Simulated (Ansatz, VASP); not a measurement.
**Two plane-wave programs on LiCaO3**

```xyz
10
Lattice="5.8836 0.0000 0.0000 -2.9418 5.0953 0.0000 0.0000 0.0000 4.9422" Properties=species:S:1:pos:R:3 pbc="T T T"
Li    0.0000    0.0000    0.0000
Li    0.0000    0.0000    2.4711
Ca    0.0000    3.3969    3.7066
Ca    2.9418    1.6984    1.2355
O     2.9418    3.3969    3.7066
O     1.4709    0.8492    3.7066
O     4.4127    0.8492    3.7066
O     0.0000    1.6984    1.2355
O     1.4709    4.2461    1.2355
O    -1.4709    4.2461    1.2355
```

Alike in both runs: task single point; functional PBE; k mesh 3 × 3 × 4; occupations gaussian, width 0.1 eV; no spin polarisation.

|  | VASP | Ansatz |
| --- | --- | --- |
| version | VASP 6.6.1 | Ansatz 0.2.0 |
| potentials or method | VASP PAW PBE potentials, release 64 (Li_sv, Ca_sv, O), cutoff 750 eV | scalar-relativistic, plane waves, PAW |
| valence electrons in the cell | 62 | 62 |

```csv
,VASP,Ansatz,Ansatz less VASP
gap on the k mesh at the Fermi level (eV),none,none,-
pressure (GPa),-14.8,-14.6,+0.19
"traceless stress, the component that is largest in VASP (GPa)",2.71,2.72,+0.006
rms of the force components (eV/Å),0.122,0.126,+0.0040
```

Atom by atom the forces differ by 0.004 eV/Å (rms over components). A gap of «none» marks a metal or a gap that the smearing closes. With one functional, cell and mesh, what is left measures potentials, basis and numerics.

The k mesh is coarse, so the values compare programs but aren't converged.
